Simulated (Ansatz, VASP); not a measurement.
## PbO: VASP beside Ansatz

```xyz
4
Lattice="4.0007 0.0000 0.0000 0.0000 4.0007 0.0000 0.0000 0.0000 5.0553" Properties=species:S:1:pos:R:3 pbc="T T T"
Pb    0.0000    2.0004    1.1885
Pb    2.0004    0.0000    3.8668
O     0.0000    0.0000    0.0000
O     2.0004    2.0004    0.0000
```

Change from the starting cell: volume scaled by 1.02.

Alike in both runs: task single point; functional LDA; k mesh 7 × 7 × 6; occupations fermi-dirac, width 0.03 eV; no spin polarisation.

|  | VASP | Ansatz |
| --- | --- | --- |
| version | VASP 6.6.1 | Ansatz 0.2.0 |
| potentials or method | VASP PAW LDA potentials, release 64 (Pb_d, O), cutoff 520 eV | all-electron LAPW, scalar-relativistic |

Ansatz gave:

| Property | Result |
| --- | --- |
| gap on the k mesh at the Fermi level (eV) | 1.49 |
| pressure (GPa) | -3.4 |
| traceless stress, the component that is largest in VASP (GPa) | 0.50 |
| rms of the force components (eV/Å) | 0.172 |

What did VASP give for the same quantities?

gap on the k mesh at the Fermi level (eV): 1.47; pressure (GPa): -3.2; traceless stress, the component that is largest in VASP (GPa): 0.51; rms of the force components (eV/Å): 0.146.

LDA's correlation is that of Perdew and Zunger in VASP and of Perdew and Wang (1992) in Ansatz. Atom by atom the forces differ by 0.026 eV/Å (rms over components). Ansatz ran all-electron here, and VASP with PAW potentials.

Neither program's run includes spin-orbit coupling.
